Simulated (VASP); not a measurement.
Write the native input for VASP 6.6.1 that does the following.

| Item | Value |
| --- | --- |
| Task | relaxation of shape and atoms at fixed volume |
| Functional | PBEsol |
| Potentials or basis | VASP PAW PBE potentials, release 64 (In_d) |
| Cutoff | 600 eV |
| k mesh | 18 × 18 × 18 |
| Occupations | gaussian, width 0.1 eV |
| Spin | no spin polarisation |
| Dipole correction | no |
| Further INCAR settings | ALGO = Fast; EDIFF = 1e-06; IBRION = 2; EDIFFG = -0.01; NSW = 50; ISIF = 4 |

The structure of In lies in POSCAR:

```
In
1.0
   -1.6132599141      1.6132599141      2.5234143643
    1.6132599141     -1.6132599141      2.5234143643
    1.6132599141      1.6132599141     -2.5234143643
In
1
Direct
    0.0000000000      0.0000000000      0.0000000000
```

This cell differs from its parent crystal: volume scaled by 1.03.

The input as run:

INCAR

```
  PREC = Accurate
  ENCUT = 600
  EDIFF = 1E-6
  ISMEAR = 0
  SIGMA = 0.1
  LREAL = F
  LASPH = T
  NELM = 80
  ALGO = Fast
  ISIF = 4
  LWAVE = F
  LCHARG = F
  GGA = PS
  IBRION = 2
  NSW = 50
  EDIFFG = -0.01
```

KPOINTS

```
Automatic mesh
0
Gamma
  18 18 18
```

Potentials or basis: VASP PAW PBE potentials, release 64 (In_d).

Command:

```sh
$ cat potpaw_PBE.64/In_d/POTCAR > POTCAR
$ mpirun -np 1 vasp_std > vasp.out
```

Results of the run:

```
Pressure after relaxing : -1.2 GPa
```

Caveat: the relaxation stopped at its first step, so nothing moved; the PAW data sets were made with another functional, which shifts forces and pressure a little.

Run time: 2.1 min on 1 thread of Intel(R) Xeon(R) Platinum 8259CL CPU @ 2.50GHz (Skylake/Cascade Lake) (shared host), peak memory 0.28 GiB.
